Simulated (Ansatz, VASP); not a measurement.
Si3Ru in VASP and in Ansatz

INCAR

```
SYSTEM = Si3Ru
PREC = Accurate
ENCUT = 520
EDIFF = 1E-7
ISMEAR = 0
SIGMA = 0.1
LREAL = .FALSE.
LASPH = .TRUE.
NELM = 150
ALGO = Normal
ISIF = 2
LWAVE = .FALSE.
LCHARG = .TRUE.
ISPIN = 2
MAGMOM = 0 0 0 1
LORBIT = 11
LMAXMIX = 4
GGA = PE
LELF = .TRUE.
LVHAR = .TRUE.
NBANDS = 25
```

Contents of KPOINTS:

```
regular mesh
0
G
  6 6 4
  0 0 0
```

Contents of POSCAR:

```
Si3Ru
1.0
    2.8591701713      0.0000000000      0.0000000000
    0.0000000000      2.8591701713      0.0000000000
    0.0000000000      0.0000000000      6.8490297209
Si Ru
3 1
Direct
    0.5000000000      0.5000000000      0.7794462784
    0.0000000000      0.0000000000      0.5000000000
    0.5000000000      0.5000000000      0.2205537216
    0.0000000000      0.0000000000      0.0000000000
```

Input for Ansatz:

```yaml
crystal:
  lattice:
    - [2.8591701713, 0.0, 0.0]
    - [0.0, 2.8591701713, 0.0]
    - [0.0, 0.0, 6.8490297209]
  atoms:
    - { symbol: Si, position: [0.5, 0.5, 0.7794462784] }
    - { symbol: Si, position: [0.0, 0.0, 0.5] }
    - { symbol: Si, position: [0.5, 0.5, 0.2205537216] }
    - { symbol: Ru, position: [0.0, 0.0, 0.0], spin: 1.0 }
basis:
  ecutwfc: 420
kpoints:
  mp_grid: { grid: [6, 6, 4] }
hamiltonian:
  xc: pbe
scf:
  occupations: { method: gaussian, width: 0.1 }
  lower_state_search: "off"
output:
  forces: true
  stress: true
  eigenvalues: true
  populations: true
magnetization:
  spin_polarized: true
```

Change from the starting cell: species swapped into the Cu3Ni type (Cmmm, No. 65).

Alike in both runs: task single point; functional PBE; k mesh 6 × 6 × 4; occupations gaussian, width 0.1 eV; collinear spin.

|  | VASP | Ansatz |
| --- | --- | --- |
| version | VASP 6.6.1 | Ansatz 0.2.0 |
| potentials or method | VASP PAW PBE potentials, release 64 (Si, Ru_pv), cutoff 520 eV | scalar-relativistic, plane waves, PAW |
| valence electrons in the cell | 26 | 28 |

|  | VASP | Ansatz | Ansatz less VASP |
| --- | --- | --- | --- |
| gap on the k mesh at the Fermi level (eV) | none | none | - |
| pressure (GPa) | 0.1 | 0.1 | +0.02 |
| traceless stress, the component that is largest in VASP (GPa) | -0.26 | -0.20 | +0.054 |
| rms of the force components (eV/Å) | 0.009 | 0.009 | -0.0001 |
| net moment per atom (μB) | 0.00 | 0.00 | 0.000 |

Atom by atom the forces differ by 0.000 eV/Å (rms over components). A gap of «none» marks a metal or a gap that the smearing closes. VASP's potentials hold 26 valence electrons a cell and Ansatz's 28, so a difference there can come from the potentials and not from the codes. Ansatz's warnings: seeded moment not kept.

The k mesh is coarse, so the values compare programs but aren't converged.
